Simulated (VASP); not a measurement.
Write the native input for VASP 6.6.1 that does the following.

```yaml
Task: single point
Functional: PBE
Potentials_or_basis: VASP PAW PBE potentials, release 64 (Li_sv, F)
Cutoff: 520 eV
k_mesh: 10 × 10 × 10
Occupations: fermi-dirac, width 0.03 eV
Spin: no spin polarisation
Dipole_correction: no
Further_INCAR_settings: ALGO = Normal; EDIFF = 1e-06; NBANDS = 12
```

The structure of LiF lies in POSCAR:

```
LiF
1.0
    0.0000000000      1.9732361635      1.9732361635
    1.9732361635      0.0000000000      1.9732361635
    1.9732361635      1.9732361635      0.0000000000
Li F
1 1
Direct
    0.0000000000      0.0000000000      0.0000000000
    0.5000000000      0.5000000000      0.5000000000
```

This cell differs from its parent crystal: volume scaled by 0.9405.

One way to write it, as run:

INCAR

```
ALGO     = Normal         # electronic algorithm
EDIFF    = 1E-6           # SCF threshold, eV
ENCUT    = 520            # plane-wave cutoff, eV
GGA      = PE             # functional
ISIF     = 2              # what is computed and relaxed
ISMEAR   = -1             # smearing method
LASPH    = True           # aspherical terms in the spheres
LCHARG   = False          # write CHGCAR
LREAL    = False          # projectors in reciprocal space
LWAVE    = False          # write WAVECAR
NBANDS   = 12             # bands
NELM     = 80             # most SCF steps
PREC     = Accurate       # precision mode
SIGMA    = 0.03           # smearing width, eV
```

KPOINTS

```
k-points
0
Gamma
  10 10 10
```

Potentials or basis: VASP PAW PBE potentials, release 64 (Li_sv, F).

Launch:

```sh
$ cat potpaw_PBE.64/Li_sv/POTCAR potpaw_PBE.64/F/POTCAR > POTCAR
$ mpirun -np 1 vasp_std > vasp.out
```

Results of the run:

```yaml
Band_gap_on_the_k_mesh: 9.66 eV, direct
```

It took 7.5 s on 1 thread of Intel(R) Xeon(R) Platinum 8259CL CPU @ 2.50GHz (Skylake/Cascade Lake), with other jobs on the host, peak memory 0.13 GiB.
